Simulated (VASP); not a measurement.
Input of a VASP 6.6.1 run:

Contents of INCAR:

```
PREC     = Accurate       # precision mode
ENCUT    = 520            # plane-wave cutoff, eV
EDIFF    = 1E-7           # SCF threshold, eV
ISMEAR   = -1             # smearing method
SIGMA    = 0.1            # smearing width, eV
LREAL    = False          # projectors in reciprocal space
LASPH    = True           # aspherical terms in the spheres
NELM     = 80             # most SCF steps
ALGO     = Normal         # electronic algorithm
ISIF     = 2              # what is computed and relaxed
LWAVE    = False          # write WAVECAR
LCHARG   = False          # write CHGCAR
GGA      = PE             # functional
NBANDS   = 8              # bands
```

KPOINTS

```
regular mesh
0
Gamma
  23 23 23
```

Contents of POSCAR:

```
C
1.0
    0.0000000000      1.4835710038      1.4835710038
    1.4835710038      0.0000000000      1.4835710038
    1.4835710038      1.4835710038      0.0000000000
C
1
Direct
    0.0000000000      0.0000000000      0.0000000000
```

Potentials or basis: VASP PAW PBE potentials, release 64 (C).

Run with:

```sh
$ cat potpaw_PBE.64/C/POTCAR > POTCAR
$ mpirun -np 1 vasp_std > vasp.out
```

**Question.** What does it give for the pressure?

**Answer.** 21.2 GPa.

**Question.** Estimate the band gap on the k mesh.

**Answer.** Zero (band 2 reaches 18.08 eV, above the bottom of band 3 at 5.73 eV).
